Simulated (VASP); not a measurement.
# Si12O23 (a cell with a defect) in VASP: single point with PBE

Aim: the single point of Si12O23 (a cell with a defect) with PBE.

The COD entry that gives the cell may itself be a prediction, so a difference from it is no test against experiment.

Program: VASP 6.6.1. These are calculated values, not measurements. Logs are shortened: lines on timing, memory, paths and dates and some standing lists are left out, and cuts for length are marked.

## Step 1: The cell of the first run

The cell holds a defect, 35 atoms: a = 7.278 Å, b = 7.278 Å, c = 9.783 Å, α = 70.36°, β = 70.36°, γ = 71.19°.

## Step 2: Single point, PBE

Input file INCAR:

```
SYSTEM = Si12O23
ALGO = Normal ; EDIFF = 1E-6
ENCUT = 520 ; GGA = PE
GGA_COMPAT = .FALSE. ; ISIF = 2
ISMEAR = 0 ; LASPH = .TRUE.
LCHARG = .TRUE. ; LELF = .TRUE.
LREAL = Auto ; LVHAR = .TRUE.
LWAVE = .FALSE. ; NBANDS = 116
NELECT = 188.0 ; NELM = 120
PREC = Accurate ; SIGMA = 0.02
```

Input file KPOINTS:

```
k-points
0
G
  2 2 2
  0 0 0
```

Input file POSCAR:

```
Si12O23
1.0
   -2.4457500000      4.2361630000      5.3885000000
    4.8915000000      0.0000000000      5.3885000000
    4.8915000000      8.4723270000      0.0000000000
Si O
12 23
Direct
    0.1119471793      0.5712213794      0.9447258956
    0.4193967797      0.8770208299      0.0242051182
    0.0117106194     -0.0097773731      0.2443447393
    0.1124182259      0.5648595274      0.4428670323
    0.3880464617      0.9483151366      0.5322401593
   -0.0172323359      0.0010171700      0.7564789848
    0.6008507197      0.0709313345      0.1868697190
    0.9077671506      0.4283593815      0.2760957859
    0.5088587634      0.4978840019      0.5189131093
    0.5410194901      0.0823631653      0.7498414990
    0.9093120549      0.4334968357      0.7802133062
    0.5010652725      0.5387117734      0.0223656396
    0.3257500681      0.4738062233      0.9825057577
    0.9321936083      0.5343016122      0.0983954723
    0.9366437708      0.1891075338      0.3084828791
    0.1859091123      0.0161617405      0.0907249447
    0.5628069417      0.9698458910      0.0789192669
    0.6017588472      0.3047583343      0.1211633993
    0.3253510832      0.4525520237      0.4845279212
    0.9380604569      0.5265832675      0.5998144881
    0.9383377773      0.1919504973      0.8224006240
    0.1468053095      0.0347641472      0.5936059799
    0.5159968502      1.0042208115      0.6114297270
    0.5891250994      0.3146746371      0.6469341628
    0.8219847563      0.9469423248      0.2183864942
    0.4368429607      0.0395057195      0.3514764188
    0.4294941154      0.7044833489      0.5719591831
    0.6877646283      0.5294944011      0.3652679179
    0.0776292072      0.4640018909      0.3314723069
    0.0815986770      0.8066592672      0.3818543569
    0.7878394697      0.9606759228      0.7411979892
    0.4124063561      0.6471725073      0.1676167366
    0.6919326724      0.5365179865      0.8650621043
    0.0872669911      0.4733829644      0.8265484560
    0.0862139593      0.8111386843      0.8741759248
```

Potentials or basis: VASP PAW PBE potentials, release 64 (Si, O).

Run with:

```
$ cat potpaw_PBE.64/Si/POTCAR potpaw_PBE.64/O/POTCAR > POTCAR
$ mpirun -np 1 vasp_std > vasp.out
```

OUTCAR:

```text
SYSTEM = Si12O23
   EDIFF = 1E-6
   ENCUT = 520
   GGA = PE
   ISIF = 2
   ISMEAR = 0
   LASPH = .TRUE.
   LREAL = Auto
   NELECT = 188.0
   NELM = 120
   PREC = Accurate

 ion  position               nearest neighbor table
   1  0.112  0.571  0.945-  13 1.60  35 1.62  34 1.63  14 1.64   8 3.05  11 3.07   6 3.07  12 3.09

   2  0.419  0.877  0.024-  17 1.70  16 1.71  32 1.79  12 2.34  10 2.60   3 3.07
   3  0.012  0.990  0.244-  16 1.61  25 1.62  15 1.63  30 1.63   4 3.06   7 3.06   2 3.07   8 3.13

   4  0.112  0.565  0.443-  19 1.62  30 1.62  29 1.62  20 1.64   3 3.06   9 3.07  11 3.08   8 3.09

   5  0.388  0.948  0.532-  23 1.60  26 1.62  27 1.63  22 1.63   6 3.02   9 3.14
   6  0.983  0.001  0.756-  31 1.60  21 1.62  35 1.63  22 1.63   5 3.02   1 3.07  11 3.09  10 3.09

   7  0.601  0.071  0.187-  18 1.61  17 1.61  26 1.65  25 1.65   3 3.06
   8  0.908  0.428  0.276-  28 1.61  15 1.62  14 1.62  29 1.62   1 3.05   4 3.09   9 3.09   3 3.13

   9  0.509  0.498  0.519-  24 1.60  27 1.62  28 1.63  19 1.63   4 3.07   8 3.09  10 3.10   5 3.14

  10  0.541  0.082  0.750-  23 1.71  31 1.71  24 1.73   2 2.60   6 3.09   9 3.10
  11  0.909  0.433  0.780-  33 1.59  21 1.62  20 1.63  34 1.64   1 3.07   4 3.08   6 3.09
  12  0.501  0.539  0.022-  13 1.69  33 1.69  32 1.69  18 1.71   2 2.34   1 3.09
  13  0.326  0.474  0.983-   1 1.60  12 1.69
  14  0.932  0.534  0.098-   8 1.62   1 1.64
  15  0.937  0.189  0.308-   8 1.62   3 1.63
  16  0.186  0.016  0.091-   3 1.61   2 1.71
  17  0.563  0.970  0.079-   7 1.61   2 1.70
  18  0.602  0.305  0.121-   7 1.61  12 1.71
[... 15 lines left out ...]
  34  0.087  0.473  0.827-   1 1.63  11 1.64
  35  0.086  0.811  0.874-   1 1.62   6 1.63

  LATTYP: Found a base centered monoclinic cell.
 ALAT       =    11.8351383188
 B/A-ratio  =     0.7158620513
 C/A-ratio  =     0.8266063436
 COS(beta)  =    -0.4133031352

  Lattice vectors:

 A1 = (   2.4457500000,  -4.2361630000,  -5.3885000000)
 A2 = (  -4.8915000000,   0.0000000000,  -5.3885000000)
 A3 = (   4.8915000000,   8.4723270000,   0.0000000000)

Analysis of symmetry for initial positions (statically):
=====================================================================
 Subroutine PRICEL returns:
 Original cell was already a primitive cell.

 Routine SETGRP: Setting up the symmetry group for a
 base centered monoclinic supercell.

 Subroutine GETGRP returns: Found  1 space group operations
 (whereof  1 operations were pure point group operations)
 out of a pool of  4 trial point group operations.

The static configuration has the point symmetry C_1 .

Analysis of symmetry for dynamics (positions and initial velocities):
=====================================================================
 Subroutine PRICEL returns:
 Original cell was already a primitive cell.

 Routine SETGRP: Setting up the symmetry group for a
 base centered monoclinic supercell.

 Subroutine GETGRP returns: Found  1 space group operations
 (whereof  1 operations were pure point group operations)
 out of a pool of  4 trial point group operations.

The dynamic configuration has the point symmetry C_1 .

 Subroutine INISYM returns: Found  1 space group operations
 (whereof  1 operations are pure point group operations),
 and found     1 'primitive' translations

----------------------------------------------------------------------------------------

                                     Primitive cell

  volume of cell :     446.6246

  direct lattice vectors                    reciprocal lattice vectors
    -2.445750000  4.236163000  5.388500000    -0.102218137  0.059015665  0.092790204
     4.891500000  0.000000000  5.388500000     0.102218137 -0.059015665  0.092790199
     4.891500000  8.472327000  0.000000000     0.051109062  0.088523498 -0.046395097

  length of vectors
     7.277547820  7.277547973  9.783000411     0.150137997  0.150137994  0.112254403

  position of ions in fractional coordinates (direct lattice)
     0.111947179  0.571221379  0.944725896
     0.419396780  0.877020830  0.024205118
     0.011710619  0.990222627  0.244344739
     0.112418226  0.564859527  0.442867032
     0.388046462  0.948315137  0.532240159
     0.982767664  0.001017170  0.756478985
[... 27 lines left out ...]
     0.087266991  0.473382964  0.826548456
     0.086213959  0.811138684  0.874175925

  ion indices of the primitive-cell ions
   primitive index   ion index
                 1           1
                 2           2
                 3           3
                 4           4
                 5           5
                 6           6
[... 27 lines left out ...]
                34          34
                35          35

----------------------------------------------------------------------------------------

 KPOINTS: k-points

Automatic generation of k-mesh.
 Grid dimensions read from file:
 generate k-points for:    2    2    2

 Generating k-lattice:

  Cartesian coordinates                     Fractional coordinates (reciprocal lattice)
    -0.051109068  0.029507833  0.046395102     0.500000000  0.000000000  0.000000000
     0.051109068 -0.029507833  0.046395099    -0.000000000  0.500000000  0.000000000
     0.025554531  0.044261749 -0.023197548     0.000000000  0.000000000  0.500000000

  Length of vectors
     0.075068999  0.075068997  0.056127201

  Shift w.r.t. Gamma in fractional coordinates (k-lattice)
     0.000000000  0.000000000  0.000000000

 Subroutine IBZKPT returns following result:
 ===========================================

 Found      8 irreducible k-points:

 Following reciprocal coordinates:
            Coordinates               Weight
  0.000000  0.000000  0.000000      1.000000
  0.500000  0.000000 -0.000000      1.000000
  0.000000  0.500000  0.000000      1.000000
  0.500000  0.500000  0.000000      1.000000
  0.000000 -0.000000  0.500000      1.000000
  0.500000  0.000000  0.500000      1.000000
 -0.000000  0.500000  0.500000      1.000000
  0.500000  0.500000  0.500000      1.000000
   k-points           NKPTS =      8   k-points in BZ     NKDIM =      8   number of bands    NBANDS=    116
   number of dos      NEDOS =    301   number of ions     NIONS =     35
   total plane-waves  NPLWV = 233280
   dimension x,y,z NGX =    54 NGY =   54 NGZ =   80
   dimension x,y,z NGXF=   108 NGYF=  108 NGZF=  160
   ions per type =              12  23
   NGX,Y,Z   is equivalent  to a cutoff of  12.34, 12.34, 13.59 a.u.
   NGXF,Y,Z  is equivalent  to a cutoff of  24.67, 24.67, 27.19 a.u.
 SYSTEM =  Si12O23
   PREC   = accura    normal or accurate (medium, high low for compatibility)
   ISTART =      0    job   : 0-new  1-cont  2-samecut
   ICHARG =      2    charge: 1-file 2-atom 10-const
   ISPIN  =      1    spin polarized calculation?
   LNONCOLLINEAR =      F non collinear calculations
   LSORBIT =      F    spin-orbit coupling
   LASPH  =      T    aspherical Exc in radial PAW
   ENCUT  =  520.0 eV  38.22 Ry    6.18 a.u.  13.53 13.53 18.19*2*pi/ulx,y,z
   NELM   =    120;   NELMIN=  2; NELMDL= -5     # of ELM steps
   EDIFF  = 0.1E-05   stopping-criterion for ELM
   LREAL  =      T    real-space projection
   EDIFFG = 0.1E-04   stopping-criterion for IOM
   NSW    =      0    number of steps for IOM
[... 5 lines left out ...]
   TEBEG  =    0.0;   TEEND  =   0.0 temperature during run
   PSTRESS=    0.0 pullay stress
   NELECT =     188.0000    total number of electrons
   NUPDOWN=      -1.0000    fix difference up-down
   EMIN   =  10.00;   EMAX   =-10.00  energy-range for DOS
   EFERMI =   0.00;   METHOD = LEGACY
   ISMEAR =     0;   SIGMA  =   0.02  broadening in eV -4-tet -1-fermi 0-gaus
   EFERMI_NEDOS =   21; number of points for ismear=-14 and -15
   IALGO  =     38    algorithm
   IMIX   =      4    mixing-type and parameters
     AMIX     =   0.40;   BMIX     =  1.00
     AMIX_MAG =   1.60;   BMIX_MAG =  1.00
  volume/ion in A,a.u.               =      12.76        86.11
  Fermi-wavevector in a.u.,A,eV,Ry     =   1.226911  2.318527 20.481011  1.505312
  Thomas-Fermi vector in A             =   2.361895
   LORBIT       =      0    0 simple, 1 ext, 2 COOP (PROOUT), +10 PAW based schemes
   GGA     = PE    functional components
   LHFCALC =     F    Hartree Fock is set to
   AEXX    =    0.0000 exact exchange contribution
   IVDW    =     0    specifies the selected vdW correction
   LEPSILON=     F    determine dielectric tensor
   LRPA    =     F    only Hartree local field effects (RPA)
 non-spin polarized calculation
 Gauss-broadening in eV      SIGMA  =   0.02
  energy-cutoff  :      520.00
  volume of cell :      446.62
 maximum number of plane-waves:     12064
   NGX = 27   NGY = 27   NGZ = 37

 number of electron     187.9999983 magnetization

 Free energy of the ion-electron system (eV)
  ---------------------------------------------------
  ext. energy  EPLUGINS =         0.00000000
  ---------------------------------------------------
  free energy    TOTEN  =      -261.22542416 eV

  energy without entropy =     -261.22542416  energy(sigma->0) =     -261.22542416

 E-fermi :   5.3136     XC(G=0):  -9.3518

 val. band max:        5.2226117934   @ k =   0.0000   0.0000   0.0000
 cond. band min:       7.1011329675   @ k =   0.0000   0.0000   0.0000
 fundamental gap:      1.8785211741
 Fermi energy:         5.3135881482

 k-point     1 :       0.0000    0.0000    0.0000
  band No.  band energies     occupation
      1     -18.3239      2.00000
      2     -17.8368      2.00000
      3     -17.6443      2.00000
      4     -17.5019      2.00000
      5     -17.4681      2.00000
      6     -17.0804      2.00000
[... 98 lines left out ...]
    105      10.4389      0.00000
    106      10.5362      0.00000

 k-point     2 :       0.5000    0.0000   -0.0000
  band No.  band energies     occupation
      1     -18.1932      2.00000
      2     -17.9204      2.00000
      3     -17.7713      2.00000
      4     -17.4746      2.00000
      5     -17.3206      2.00000
      6     -17.2541      2.00000
[... 646 lines left out ...]
 k-point     8 :       0.5000    0.5000    0.5000
  band No.  band energies     occupation
      1     -18.0372      2.00000
      2     -17.9494      2.00000
      3     -17.7461      2.00000
      4     -17.6132      2.00000
      5     -17.5134      2.00000
      6     -17.2059      2.00000
[... 98 lines left out ...]
    105      10.2513      0.00000
    106      10.3513      0.00000
 [bands above 106 left out]

------------------------ aborting loop because EDIFF is reached ----------------------------------------

  FORCE on cell =-STRESS in cart. coord.  units (eV):
  Direction    XX          YY          ZZ          XY          YZ          ZX
  --------------------------------------------------------------------------------------
  -------------------------------------------------------------------------------------
  Total       24.4281283     22.9120748     24.5666426     -2.9198569     -0.7449867     -0.7466966
  in kB       87.6310747     82.1925329     88.1279671    -10.4744088     -2.6724923     -2.6786263
  external PRESSURE =      85.9838582 kB  Pullay stress =       0.0000000 kB

 VOLUME and BASIS-vectors are now :
 -----------------------------------------------------------------------------
  energy-cutoff  :      520.00
  volume of cell :      446.62
      direct lattice vectors                 reciprocal lattice vectors
    -2.445750000  4.236163000  5.388500000    -0.102218137  0.059015665  0.092790204
     4.891500000  0.000000000  5.388500000     0.102218137 -0.059015665  0.092790199
     4.891500000  8.472327000  0.000000000     0.051109062  0.088523498 -0.046395097

 POSITION                                       TOTAL-FORCE (eV/Angst)
 -----------------------------------------------------------------------------------
      7.14146      8.47825      3.68125         0.004634     -0.003582     -0.017475
      3.38261      1.98171      6.98575        -0.009641     -0.032635      0.040195
      6.01025      2.11978      5.39892         0.034039      0.029659     -0.016451
      4.65435      4.22834      3.64951        -0.005542      0.007238     -0.013237
      6.29307      6.15314      7.20098        -0.009004     -0.038564      0.000635
      1.30169     10.57230      5.30112         0.007974      0.014869      0.012967
[... 27 lines left out ...]
      6.14518      7.37247      3.02106         0.005262     -0.009674     -0.009022
      8.03286      7.77152      4.83538        -0.010425      0.000949     -0.002421
 -----------------------------------------------------------------------------------
    total drift:                               -0.015649      0.016393      0.005086

  FREE ENERGIE OF THE ION-ELECTRON SYSTEM (eV)
  ---------------------------------------------------
  free  energy   TOTEN  =      -261.2254241559 eV

  energy  without entropy=     -261.2254241559  energy(sigma->0) =     -261.22542416
```

Wall time 15 min (1 thread of Intel Xeon Platinum 8259CL at 2.50GHz (Skylake/Cascade Lake), shared host); peak memory 0.62 GiB.

Results:

```yaml
Free_energy: -261.2254 eV
Largest_force: 0.106 eV/Å
```

Forces in eV/Å, atoms in the order of the input:
```
Si   0.005 -0.004 -0.017
Si  -0.010 -0.033  0.040
Si   0.034  0.030 -0.016
Si  -0.006  0.007 -0.013
Si  -0.009 -0.039  0.001
Si   0.008  0.015  0.013
Si   0.006  0.006 -0.017
Si   0.000 -0.004 -0.009
Si   0.012 -0.030  0.013
Si  -0.005  0.005 -0.005
Si  -0.024 -0.004 -0.005
Si  -0.051 -0.037  0.003
O   -0.008  0.020  0.019
O   -0.021 -0.010  0.017
O   -0.001 -0.029  0.006
O   -0.038  0.001  0.026
O   -0.003 -0.026 -0.014
O    0.009 -0.016  0.017
O    0.009 -0.011  0.013
O   -0.015  0.011  0.008
O    0.000 -0.020  0.018
O    0.015  0.015  0.002
O    0.020  0.033  0.020
O   -0.013  0.042 -0.025
O    0.009  0.003  0.005
O   -0.030  0.010 -0.002
O    0.012 -0.010  0.001
O   -0.004  0.019  0.004
O    0.006  0.001  0.002
O   -0.021 -0.018  0.003
O    0.019 -0.025 -0.039
O    0.057  0.083 -0.034
O    0.042  0.023 -0.018
O    0.005 -0.010 -0.009
O   -0.010  0.001 -0.002
```

Levels at points of the mesh, in eV from the Fermi level:
```csv
k point,band 92,band 93,band 94,band 95,band 96,band 97
"(0.00, 0.00, 0.00)",-3.71,-3.06,-0.09,1.79,2.93,3.28
"(0.50, 0.00, 0.00)",-3.68,-2.99,-0.12,2.36,2.76,3.41
"(0.00, 0.50, 0.00)",-3.51,-3.00,-0.23,2.85,3.02,3.24
"(0.50, 0.50, 0.00)",-3.52,-2.97,-0.20,2.72,3.07,3.48
"(0.00, 0.00, 0.50)",-3.71,-2.92,-0.16,2.24,2.61,3.06
"(0.50, 0.00, 0.50)",-3.68,-2.94,-0.16,2.37,2.97,3.35
"(0.00, 0.50, 0.50)",-3.54,-2.91,-0.19,2.65,3.06,3.09
"(0.50, 0.50, 0.50)",-3.52,-2.95,-0.17,2.56,2.98,3.52
```

Caveat: the k points lie up to 0.47 Å⁻¹ apart; the cell carries a net charge on a neutralising background, which shifts energy and pressure; the cell is charged against a uniform background, so pressure and absolute levels hang on convention.
